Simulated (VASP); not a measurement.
A run of VASP 6.6.1 is set up as follows.

Contents of POSCAR:

```
CsCl
1.0
    4.1767821397      0.0000000000      0.0000000000
    0.0000000000      4.1767821397      0.0000000000
    0.0000000000      0.0000000000      4.1767821397
Cs Cl
1 1
Direct
    0.0000000000      0.0000000000      0.0000000000
    0.5000000000      0.5000000000      0.5000000000
```

The input INCAR.step1:

```
SYSTEM = CsCl
PREC     = Accurate       ! precision mode
ENCUT    = 550            ! plane-wave cutoff, eV
ISMEAR   = 0              ! smearing method
SIGMA    = 0.02           ! smearing width, eV
LREAL    = .FALSE.        ! projectors in reciprocal space
LASPH    = .TRUE.         ! aspherical terms in the spheres
NELM     = 120            ! most SCF steps
GGA      = PE             ! functional
ALGO     = Normal         ! electronic algorithm
EDIFF    = 1E-5           ! SCF threshold, eV
LWAVE    = .TRUE.         ! write WAVECAR
LCHARG   = .FALSE.        ! write CHGCAR
GGA_COMPAT= .FALSE.      
IBRION   = 2              ! ionic algorithm
ISIF     = 3              ! what is computed and relaxed
EDIFFG   = -0.005         ! ionic threshold
NELMIN   = 4            
NSW      = 100            ! ionic steps
```

File INCAR.step2:

```
SYSTEM = CsCl
PREC     = Accurate       ! precision mode
ENCUT    = 550            ! plane-wave cutoff, eV
EDIFF    = 1E-7           ! SCF threshold, eV
ISMEAR   = 0              ! smearing method
SIGMA    = 0.02           ! smearing width, eV
LREAL    = .FALSE.        ! projectors in reciprocal space
LASPH    = .TRUE.         ! aspherical terms in the spheres
NELM     = 120            ! most SCF steps
ALGO     = Normal         ! electronic algorithm
ISIF     = 3              ! what is computed and relaxed
LWAVE    = .FALSE.        ! write WAVECAR
LCHARG   = .FALSE.        ! write CHGCAR
METAGGA  = R2SCAN         ! meta-GGA
LMIXTAU  = .TRUE.       
IBRION   = 2              ! ionic algorithm
NSW      = 80             ! ionic steps
EDIFFG   = -0.01          ! ionic threshold
ISTART   = 1            
GGA_COMPAT= .FALSE.      
NELMIN   = 4
```

File KPOINTS:

```
Automatic mesh
0
G
  6 6 6
  0 0 0
```

Potentials or basis: VASP PAW PBE potentials, release 64 (Cs_sv, Cl).

Launch:

```sh
$ cat potpaw_PBE.64/Cs_sv/POTCAR potpaw_PBE.64/Cl/POTCAR > POTCAR
$ cp INCAR.step1 INCAR
$ mpirun -np 1 vasp_std > vasp.out
$ cp INCAR.step2 INCAR
$ mpirun -np 1 vasp_std > vasp.out
```

Task: What does it give for the band gap on the k mesh?

Result: 5.91 eV.

Task: What does it give for the space group after relaxing (to 0.1 Å)?

Result: Pm-3m (No. 221).

Task: What does it give for the relaxed cell?

Result: a = 4.143 Å, b = 4.143 Å, c = 4.143 Å, α = 90.00°, β = 90.00°, γ = 90.00°.

Step by step:
```
step  energy change (eV)  largest force (eV/Å)  pressure (GPa)  volume (Å³)
   1              0.0000                0.0000           -0.42        72.87
   2             -0.0019                0.0000           -0.18        71.87
   3             -0.0023                0.0000            0.01        71.12
```

Caveat: the PAW data sets were made with another functional, which shifts forces and pressure a little; spin-orbit coupling is left out, which moves the levels of the heavy elements. A k mesh can miss the band edges.
